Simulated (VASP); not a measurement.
Input of a VASP 6.6.1 run:

Contents of POSCAR:

```
Lu
1.0
    3.3662009657      0.0000000000      0.0000000000
   -1.6831004828      2.9152155506      0.0000000000
    0.0000000000      0.0000000000      5.2014631805
Lu
2
Direct
    0.3333333333      0.6666666667      0.2500000000
    0.6666666667      0.3333333333      0.7500000000
```

INCAR.step1

```
ALGO = Normal
EDIFF = 1E-4
ENCUT = 520
GGA = PE
ISMEAR = 0
LASPH = True
LCHARG = False
LREAL = False
LWAVE = True
NBANDS = 32
NELM = 60
PREC = Accurate
SIGMA = 0.1
```

The input INCAR.step2:

```
ALGO = Normal
EDIFF = 1E-6
ENCUT = 520
ISIF = 2
ISMEAR = 0
ISTART = 1
LASPH = True
LCHARG = False
LMIXTAU = True
LREAL = False
LWAVE = False
METAGGA = R2SCAN
NBANDS = 32
NELM = 60
PREC = Accurate
SIGMA = 0.1
```

The input KPOINTS:

```
k-points
0
Gamma
  15 15 8
```

Potentials or basis: VASP PAW PBE potentials, release 64 (Lu).

Launch:

```sh
$ cat potpaw_PBE.64/Lu/POTCAR > POTCAR
$ cp INCAR.step1 INCAR
$ mpirun -np 1 vasp_std > vasp.out
$ cp INCAR.step2 INCAR
$ mpirun -np 1 vasp_std > vasp.out
```

Task: Predict the pressure.

Result: 7.8 GPa.

Task: Estimate the band gap on the k mesh.

Result: Zero (bands 25 and 26 overlap by 2.20 eV).

Stress tensor (GPa, compression positive):
```
7.78 0.00 0.00
0.00 7.78 0.00
0.00 0.00 7.89
```

Caveat: the cell stands under pressure; the PAW data sets were made with another functional, which shifts forces and pressure a little; spin-orbit coupling is left out, which moves the levels of the heavy elements.
